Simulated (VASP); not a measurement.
Input of a VASP 6.6.1 run:

The input INCAR:

```
PREC = Accurate ; ENCUT = 520
EDIFF = 1E-6 ; ISMEAR = 0
SIGMA = 0.1 ; LREAL = F
LASPH = T ; NELM = 100
ALGO = Fast ; ISIF = 2
LWAVE = F ; LCHARG = F
GGA = PE ; NBANDS = 17
```

Contents of KPOINTS:

```
regular mesh
0
Gamma
  18 18 10
```

Contents of POSCAR:

```
CaHf
1.0
    3.2425189146      0.0000000000      0.0000000000
    0.0000000000      3.2425189146      0.0000000000
    0.0000000000      0.0000000000      5.2678468319
Ca Hf
1 1
Direct
    0.5000000000      0.5000000000      0.5000000000
    0.0000000000      0.0000000000      0.0000000000
```

Potentials or basis: VASP PAW PBE potentials, release 64 (Ca_sv, Hf_pv).

Run with:

```sh
$ cat potpaw_PBE.64/Ca_sv/POTCAR potpaw_PBE.64/Hf_pv/POTCAR > POTCAR
$ mpirun -np 1 vasp_std > vasp.out
```

Predict the band gap on the k mesh.

zero (band 10 reaches 3.89 eV, above the bottom of band 11 at 2.84 eV).

Predict the pressure.

0.0 GPa.

Caveat: spin-orbit coupling is left out, which moves the levels of the heavy elements.
